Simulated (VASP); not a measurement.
# GaP in VASP: notebook, part 2 of 2

VASP 6.6.1.

## Step 3: Electric field gradients, LDA (volume scaled by 1.02)

Input file INCAR:

```
SYSTEM = GaP
ALGO     = Normal         ! electronic algorithm
EDIFF    = 1E-8           ! SCF threshold, eV
ENCUT    = 520            ! plane-wave cutoff, eV
GGA      = CA             ! functional
ISIF     = 2              ! what is computed and relaxed
ISMEAR   = -1             ! smearing method
LASPH    = .TRUE.         ! aspherical terms in the spheres
LCHARG   = .FALSE.        ! write CHGCAR
LEFG     = .TRUE.       
LREAL    = .FALSE.        ! projectors in reciprocal space
LWAVE    = .FALSE.        ! write WAVECAR
NBANDS   = 16             ! bands
NELM     = 60             ! most SCF steps
PREC     = Accurate       ! precision mode
SIGMA    = 0.05           ! smearing width, eV
```

Input file KPOINTS:

```
k-points
0
G
  10 10 10
  0 0 0
```

Input file POSCAR:

```
GaP
1.0
    0.0000000000      2.7432985392      2.7432985392
    2.7432985392      0.0000000000      2.7432985392
    2.7432985392      2.7432985392      0.0000000000
Ga P
1 1
Direct
    0.0000000000      0.0000000000      0.0000000000
    0.7500000000      0.7500000000      0.7500000000
```

Potentials or basis: VASP PAW LDA potentials, release 64 (Ga_d, P).

The run is started by

```bash
$ cat potpaw_LDA.64/Ga_d/POTCAR potpaw_LDA.64/P/POTCAR > POTCAR
$ mpirun -np 1 vasp_std > vasp.out
```

OUTCAR:

```text
SYSTEM = GaP
   EDIFF = 1E-8
   ENCUT = 520
   GGA = CA
   ISIF = 2
   ISMEAR = -1
   LASPH = .TRUE.
   LREAL = .FALSE.
   NELM = 60
   PREC = Accurate

 ion  position               nearest neighbor table
   1  0.000  0.000  0.000-   2 2.38   2 2.38   2 2.38   2 2.38
   2  0.750  0.750  0.750-   1 2.38   1 2.38   1 2.38   1 2.38

  LATTYP: Found a face centered cubic cell.
 ALAT       =     5.4865970784

  Lattice vectors:

 A1 = (   0.0000000000,   2.7432985392,   2.7432985392)
 A2 = (   2.7432985392,   0.0000000000,   2.7432985392)
 A3 = (   2.7432985392,   2.7432985392,   0.0000000000)

Analysis of symmetry for initial positions (statically):
=====================================================================
 Subroutine PRICEL returns:
 Original cell was already a primitive cell.

 Routine SETGRP: Setting up the symmetry group for a
 face centered cubic supercell.

 Subroutine GETGRP returns: Found 24 space group operations
 (whereof 24 operations were pure point group operations)
 out of a pool of 48 trial point group operations.

The static configuration has the point symmetry T_d .

Analysis of symmetry for dynamics (positions and initial velocities):
=====================================================================
 Subroutine PRICEL returns:
 Original cell was already a primitive cell.

 Routine SETGRP: Setting up the symmetry group for a
 face centered cubic supercell.

 Subroutine GETGRP returns: Found 24 space group operations
 (whereof 24 operations were pure point group operations)
 out of a pool of 48 trial point group operations.

The dynamic configuration has the point symmetry T_d .

[... 158 lines left out ...]
      4     -10.2761      2.00000
      5     -10.2761      2.00000
      6      -8.0601      2.00000
[... 433 lines left out ...]
      3     -10.3225      2.00000
      4     -10.2985      2.00000
      5     -10.2609      2.00000
      6      -6.1216      2.00000
[... 8 lines left out ...]
     15      16.0422      0.00000
     16      17.7369      0.00000

 [... further k-points ...]

------------------------ aborting loop because EDIFF is reached ----------------------------------------

  FORCE on cell =-STRESS in cart. coord.  units (eV):
  Direction    XX          YY          ZZ          XY          YZ          ZX
  --------------------------------------------------------------------------------------
  -------------------------------------------------------------------------------------
  Total       -1.0597097     -1.0597097     -1.0597097     -0.0000000      0.0000000      0.0000000
  in kB      -41.1195416    -41.1195416    -41.1195416     -0.0000000      0.0000000      0.0000000
  external PRESSURE =     -41.1195416 kB  Pullay stress =       0.0000000 kB

 VOLUME and BASIS-vectors are now :
 -----------------------------------------------------------------------------
  energy-cutoff  :      520.00
  volume of cell :       41.29
      direct lattice vectors                 reciprocal lattice vectors
     0.000000000  2.743298539  2.743298539    -0.182262336  0.182262336  0.182262336
     2.743298539  0.000000000  2.743298539     0.182262336 -0.182262336  0.182262336
     2.743298539  2.743298539  0.000000000     0.182262336  0.182262336 -0.182262336

 POSITION                                       TOTAL-FORCE (eV/Angst)
 -----------------------------------------------------------------------------------
      0.00000      0.00000      0.00000         0.000000      0.000000      0.000000
      4.11495      4.11495      4.11495        -0.000000     -0.000000     -0.000000
 -----------------------------------------------------------------------------------
    total drift:                               -0.000000     -0.000000     -0.000000

  FREE ENERGIE OF THE ION-ELECTRON SYSTEM (eV)
  ---------------------------------------------------
  free  energy   TOTEN  =       -10.4255364142 eV

  energy  without entropy=      -10.4255364038  energy(sigma->0) =      -10.42553641

 Electric field gradients (V/A^2)
---------------------------------------------------------------------
 ion       V_xx      V_yy      V_zz      V_xy      V_xz      V_yz
---------------------------------------------------------------------
   1      -0.000     0.000     0.000    -0.002    -0.002    -0.002
   2      -0.000    -0.000     0.000    -0.000    -0.000    -0.000
---------------------------------------------------------------------

 Electric field gradients after diagonalization (V/A^2)
 (convention: |V_zz| > |V_xx| > |V_yy|)
----------------------------------------------------------------------
 ion       V_xx      V_yy      V_zz     asymmetry (V_yy - V_xx)/ V_zz
----------------------------------------------------------------------
   1       0.002     0.002    -0.004       0.000
   2       0.000     0.000    -0.000       0.000
----------------------------------------------------------------------

           NMR quadrupolar parameters

 Cq : quadrupolar parameter    Cq=e*Q*V_zz/h
 eta: asymmetry parameters     (V_yy - V_xx)/ V_zz
 Q  : nuclear electric quadrupole moment in mb (millibarn)
----------------------------------------------------------------------
 ion       Cq(MHz)       eta       Q (mb)
----------------------------------------------------------------------
   1      -0.000       0.000       1.000
   2      -0.000       0.000       1.000
----------------------------------------------------------------------
```

OSZICAR:

```text
N       E                     dE             d eps       ncg     rms          rms(c)
DAV:   1     0.824501147274E+02    0.82450E+02   -0.90575E+03  1544   0.160E+03
DAV:   2    -0.415733849941E+01   -0.86607E+02   -0.81889E+02  1744   0.312E+02
DAV:   3    -0.106232630466E+02   -0.64659E+01   -0.64437E+01  1840   0.669E+01
DAV:   4    -0.107334768693E+02   -0.11021E+00   -0.11019E+00  1880   0.945E+00
DAV:   5    -0.107356282215E+02   -0.21514E-02   -0.21512E-02  1872   0.116E+00    0.421E+00
DAV:   6    -0.104750443460E+02    0.26058E+00   -0.35844E-01  2384   0.997E+00    0.269E+00
DAV:   7    -0.104303968618E+02    0.44647E-01   -0.78253E-02  2032   0.190E+00    0.102E+00
DAV:   8    -0.104255543907E+02    0.48425E-02   -0.10813E-02  1784   0.114E+00    0.169E-01
DAV:   9    -0.104255266556E+02    0.27735E-04   -0.96868E-04  2224   0.413E-01    0.651E-02
DAV:  10    -0.104255301584E+02   -0.35028E-05   -0.49979E-05  2088   0.740E-02    0.289E-02
DAV:  11    -0.104255366657E+02   -0.65073E-05   -0.88818E-06  1864   0.446E-02    0.712E-03
DAV:  12    -0.104255364478E+02    0.21789E-06   -0.54257E-07  1832   0.721E-03    0.503E-03
DAV:  13    -0.104255364143E+02    0.33571E-07   -0.21818E-07  2040   0.440E-03    0.831E-04
DAV:  14    -0.104255364142E+02    0.58208E-10   -0.86694E-09  1200   0.107E-03
   1 F= -.10425536E+02 E0= -.10425536E+02  d E =-.103646E-07
```

stdout:

```text
POSCAR found type information on POSCAR GaP
 POSCAR found :  2 types and       2 ions
 scaLAPACK will be used
 LDA part: xc-table for (Slater(with rela. corr.)+CA(PZ))
 , standard interpolation
 POSCAR, INCAR and KPOINTS ok, starting setup
 FFT: planning ... GRIDC
 FFT: planning ... GRID_SOFT
 FFT: planning ... GRID
 WAVECAR not read
 entering main loop
ion   1

ion   2
```

It took 27 s on 1 thread of AMD EPYC 7R43 (Zen 3), shared host; peak memory 0.13 GiB.

Results:

| Item | Value |
| --- | --- |
| Free energy | -10.4255 eV |
| Pressure | -4.1 GPa |
| Band gap on the k mesh | 1.46 eV, indirect (least direct gap 1.47 eV) |

Levels at points of the mesh, in eV from the valence-band top:
| k point | band 7 | band 8 | band 9 | band 10 | band 11 | band 12 |
| --- | --- | --- | --- | --- | --- | --- |
| (0.00, 0.00, 0.00) | 0.00 | 0.00 | 0.00 | 1.47 | 3.80 | 3.80 |
| (0.50, 0.00, 0.00) | -6.60 | -1.10 | -1.10 | 1.46 | 4.64 | 4.64 |
| (0.50, 0.50, 0.00) | -6.75 | -2.64 | -2.64 | 1.54 | 1.70 | 10.30 |

Caveat: without QUAD_EFG the Cq values of the log hold for a quadrupole moment of 1 mb, not for the nuclei.

## Step 4: Electric field gradients, LDA (zz strain of -1 %)

Input file INCAR:

```
PREC = Accurate ; ENCUT = 520
EDIFF = 1E-8 ; ISMEAR = -1
SIGMA = 0.05 ; LREAL = False
LASPH = True ; NELM = 60
ALGO = Normal ; ISIF = 2
LWAVE = False ; LCHARG = False
GGA = CA ; LEFG = True
NBANDS = 16
```

Input file KPOINTS:

```
Automatic mesh
0
Gamma
  10 10 10
```

Input file POSCAR:

```
GaP
1.0
    0.0000000000      2.7252500000      2.6979975000
    2.7252500000      0.0000000000      2.6979975000
    2.7252500000      2.7252500000      0.0000000000
Ga P
1 1
Direct
    0.0000000000      0.0000000000      0.0000000000
    0.7500000000      0.7500000000      0.7500000000
```

Potentials or basis: VASP PAW LDA potentials, release 64 (Ga_d, P).

The run is started by

```bash
$ cat potpaw_LDA.64/Ga_d/POTCAR potpaw_LDA.64/P/POTCAR > POTCAR
$ mpirun -np 1 vasp_std > vasp.out
```

OUTCAR:

```text
PREC = Accurate
   ENCUT = 520
   EDIFF = 1E-8
   ISMEAR = -1
   LREAL = False
   LASPH = True
   NELM = 60
   ISIF = 2
   GGA = CA

 ion  position               nearest neighbor table
   1  0.000  0.000  0.000-   2 2.35   2 2.35   2 2.35   2 2.35
   2  0.750  0.750  0.750-   1 2.35   1 2.35   1 2.35   1 2.35

  LATTYP: Found a body centered tetragonal cell.
 ALAT       =     3.8540855109
 C/A-ratio  =     1.4000714267

  Lattice vectors:

 A1 = (   0.0000000000,  -2.7252500000,  -2.6979975000)
 A2 = (   0.0000000000,   2.7252500000,  -2.6979975000)
 A3 = (   2.7252500000,   0.0000000000,   2.6979975000)

Analysis of symmetry for initial positions (statically):
=====================================================================
 Subroutine PRICEL returns:
 Original cell was already a primitive cell.

 Routine SETGRP: Setting up the symmetry group for a
[... 645 lines left out ...]
  energy-cutoff  :      520.00
  volume of cell :       40.08
      direct lattice vectors                 reciprocal lattice vectors
     0.000000000  2.725250000  2.697997500    -0.183469406  0.183469406  0.185322633
     2.725250000  0.000000000  2.697997500     0.183469406 -0.183469406  0.185322633
     2.725250000  2.725250000  0.000000000     0.183469406  0.183469406 -0.185322633

 POSITION                                       TOTAL-FORCE (eV/Angst)
 -----------------------------------------------------------------------------------
      0.00000      0.00000      0.00000         0.000000      0.000000     -0.000000
      4.08788      4.08788      4.04700        -0.000000     -0.000000      0.000000
 -----------------------------------------------------------------------------------
    total drift:                               -0.000000     -0.000000      0.000000

  FREE ENERGIE OF THE ION-ELECTRON SYSTEM (eV)
  ---------------------------------------------------
  free  energy   TOTEN  =       -10.4475591636 eV

  energy  without entropy=      -10.4475591506  energy(sigma->0) =      -10.44755916

 Electric field gradients (V/A^2)
---------------------------------------------------------------------
 ion       V_xx      V_yy      V_zz      V_xy      V_xz      V_yz
---------------------------------------------------------------------
   1      -0.883    -0.883     1.766    -0.001    -0.000    -0.000
   2       0.594     0.594    -1.189    -0.000    -0.000    -0.000
---------------------------------------------------------------------

 Electric field gradients after diagonalization (V/A^2)
 (convention: |V_zz| > |V_xx| > |V_yy|)
----------------------------------------------------------------------
 ion       V_xx      V_yy      V_zz     asymmetry (V_yy - V_xx)/ V_zz
----------------------------------------------------------------------
   1      -0.884    -0.882     1.766       0.001
   2       0.595     0.594    -1.189       0.000
----------------------------------------------------------------------

           NMR quadrupolar parameters

 Cq : quadrupolar parameter    Cq=e*Q*V_zz/h
 eta: asymmetry parameters     (V_yy - V_xx)/ V_zz
 Q  : nuclear electric quadrupole moment in mb (millibarn)
----------------------------------------------------------------------
 ion       Cq(MHz)       eta       Q (mb)
----------------------------------------------------------------------
   1       0.004       0.001       1.000
   2      -0.003       0.000       1.000
----------------------------------------------------------------------
```

stdout:

```text
POSCAR found type information on POSCAR GaP
 POSCAR found :  2 types and       2 ions
 scaLAPACK will be used
 LDA part: xc-table for (Slater(with rela. corr.)+CA(PZ))
 , standard interpolation
 POSCAR, INCAR and KPOINTS ok, starting setup
 FFT: planning ... GRIDC
 FFT: planning ... GRID_SOFT
 FFT: planning ... GRID
 WAVECAR not read
 entering main loop
ion   1

ion   2
```

Wall time 58 s (1 thread of Intel Xeon Platinum 8375C at 2.90GHz (Ice Lake), shared host); peak memory 0.19 GiB.

What came out:

| Item | Value |
| --- | --- |
| Free energy | -10.4476 eV |
| Pressure | -1.8 GPa |
| Band gap on the k mesh | 1.34 eV, indirect (least direct gap 1.68 eV) |

Stress tensor (GPa, compression positive):
```
-2.10  0.00  0.00
 0.00 -2.10  0.00
 0.00  0.00 -1.33
```

Levels at points of the mesh, in eV from the valence-band top:
```tsv
k point	band 6	band 7	band 8	band 9	band 10	band 11	band 12	band 13
(0.00, 0.00, 0.00)	-12.62	-0.06	-0.06	0.00	1.68	3.74	3.76	3.76
(0.50, 0.00, 0.00)	-10.51	-6.80	-1.22	-1.14	1.51	4.55	4.63	8.03
(0.50, 0.50, 0.00)	-9.54	-6.88	-2.83	-2.83	1.39	1.57	10.49	10.49
(0.50, 0.00, 0.50)	-9.59	-6.95	-2.76	-2.75	1.46	1.67	10.49	10.49
```

Electric field gradients, principal values (V/Å²):
| atom | least | middle | greatest (by size) |
| --- | --- | --- | --- |
| 1 Ga | -0.882 | -0.884 | 1.766 |
| 2 P | 0.594 | 0.595 | -1.189 |

Caveat: the cell differs from its parent crystal (zz strain of -1 %); without QUAD_EFG the Cq values of the log hold for a quadrupole moment of 1 mb, not for the nuclei. A k mesh can miss the band edges.
